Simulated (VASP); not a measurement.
Here is a VASP 6.6.1 calculation.

The input INCAR:

```
  PREC = Accurate
  ENCUT = 520
  EDIFF = 1E-7
  ISMEAR = -1
  SIGMA = 0.05
  LREAL = F
  LASPH = T
  NELM = 100
  ALGO = Fast
  ISIF = 2
  LWAVE = F
  LCHARG = T
  GGA = PS
  LELF = T
  LVHAR = T
  NBANDS = 20
```

Contents of KPOINTS:

```
regular mesh
0
Gamma
  10 8 7
```

POSCAR

```
Ga
1.0
    2.7408712373      0.0000000000      0.0000000000
    0.0000000000      3.2372572885      0.0000000000
   -1.3252743986      0.0000000000      3.9363439549
Ga
2
Direct
    0.1345962700      0.7500000000      0.7701668300
    0.8654037300      0.2500000000      0.2298331700
```

Potentials or basis: VASP PAW PBE potentials, release 64 (Ga_d).

The run is started by

```sh
$ cat potpaw_PBE.64/Ga_d/POTCAR > POTCAR
$ mpirun -np 1 vasp_std > vasp.out
```

Problem. What does it give for the pressure?

Solution. 2.1 GPa.

Problem. Predict the band gap on the k mesh.

Solution. Zero (bands 13 and 14 overlap by 8.62 eV).

Problem. What does it give for the largest force?

Solution. 0.087 eV/Å.

Stress tensor (GPa, compression positive):
```
 2.76  0.00 -0.42
 0.00  1.03  0.00
-0.42  0.00  2.40
```

Caveat: the PAW data sets were made with another functional, which shifts forces and pressure a little.
